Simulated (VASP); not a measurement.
A run of VASP 6.6.1 is set up as follows.

The input INCAR:

```
SYSTEM = MgO
  PREC = Accurate
  ENCUT = 520
  EDIFF = 1E-6
  ISMEAR = 0
  SIGMA = 0.05
  LREAL = .FALSE.
  LASPH = .TRUE.
  NELM = 100
  ALGO = Normal
  ISIF = 2
  LWAVE = .FALSE.
  LCHARG = .FALSE.
  GGA = CA
  NBANDS = 36
```

KPOINTS

```
Automatic mesh
0
G
  8 8 2
  0 0 0
```

The input POSCAR:

```
MgO
1.0
   -3.4517839558      0.0000000000      0.0000000000
   -1.7258919779     -2.9893325941      0.0000000000
   -2.4929550792     -2.3250364621     12.4189476803
Mg O
6 6
Direct
    0.6388833333      0.6018388889      0.0833500000
    0.5277722222      0.3425796296      0.4166833333
    0.4166611111      0.0833203704      0.7500166667
    0.0277722222     -0.3796425926      0.9166833333
    0.2499944444      0.1388759259      0.2500166667
    0.1388833333     -0.1203833333      0.5833500000
    0.3611055556     -0.0463092593      0.9166833333
    0.5833277778      0.4722092593      0.2500166667
    0.4722166667      0.2129500000      0.5833500000
    0.3055500000      0.2685055556      0.0833500000
    0.1944388889      0.0092462963      0.4166833333
    0.0833277778     -0.2500129630      0.7500166667
```

Potentials or basis: VASP PAW LDA potentials, release 64 (Mg, O).

Run with:

```sh
$ cat potpaw_LDA.64/Mg/POTCAR potpaw_LDA.64/O/POTCAR > POTCAR
$ mpirun -np 1 vasp_std > vasp.out
```

Question: What does it give for the pressure?

Answer: -1.6 GPa.

Question: Predict the band gap on the k mesh.

Answer: 3.06 eV, direct.

Stress tensor (GPa, compression positive):
```
-4.53  2.48  5.20
 2.48 -3.95 -4.24
 5.20 -4.24  3.76
```

Caveat: forces of over 1 eV/Å act on the atoms, so gaps and moduli don't describe the material at rest. A k mesh can miss the band edges.
